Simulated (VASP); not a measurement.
Input of a VASP 6.6.1 run:

Contents of INCAR:

```
SYSTEM = Al2Cu
PREC     = Accurate       ! precision mode
ENCUT    = 520            ! plane-wave cutoff, eV
EDIFF    = 1E-6           ! SCF threshold, eV
ISMEAR   = 0              ! smearing method
SIGMA    = 0.1            ! smearing width, eV
LREAL    = .FALSE.        ! projectors in reciprocal space
LASPH    = .TRUE.         ! aspherical terms in the spheres
NELM     = 100            ! most SCF steps
ALGO     = Fast           ! electronic algorithm
ISIF     = 2              ! what is computed and relaxed
LWAVE    = .FALSE.        ! write WAVECAR
LCHARG   = .TRUE.         ! write CHGCAR
GGA      = PE             ! functional
LELF     = .TRUE.         ! ELF
LVHAR    = .TRUE.       
NBANDS   = 26             ! bands
```

Contents of KPOINTS:

```
regular mesh
0
G
  18 18 4
  0 0 0
```

POSCAR

```
Al2Cu
1.0
    2.7870988511      0.0000000000      0.0000000000
   -1.3935494255      2.4136984079      0.0000000000
    0.0000000000      0.0000000000     13.2397824133
Al Cu
4 2
Direct
    0.3333333333      0.6666666667      0.2280603667
    0.3333333333      0.6666666667      0.5921004085
    0.6666666667      0.3333333333      0.4078995915
    0.6666666667      0.3333333333      0.7719396333
    0.3333333333      0.6666666667      0.9239991737
    0.6666666667      0.3333333333      0.0760008263
```

Potentials or basis: VASP PAW PBE potentials, release 64 (Al, Cu).

Run with:

```console
$ cat potpaw_PBE.64/Al/POTCAR potpaw_PBE.64/Cu/POTCAR > POTCAR
$ mpirun -np 1 vasp_std > vasp.out
```

Predict the pressure.

0.3 GPa.

Predict the band gap on the k mesh.

zero (band 17 reaches 9.61 eV, above the bottom of band 18 at 7.04 eV).

Estimate the largest force.

0.017 eV/Å.

Forces on the atoms (eV/Å):
```
Al   0.000  0.000  0.017
Al   0.000  0.000  0.000
Al   0.000  0.000  0.000
Al   0.000  0.000 -0.017
Cu   0.000  0.000  0.004
Cu   0.000  0.000 -0.004
```
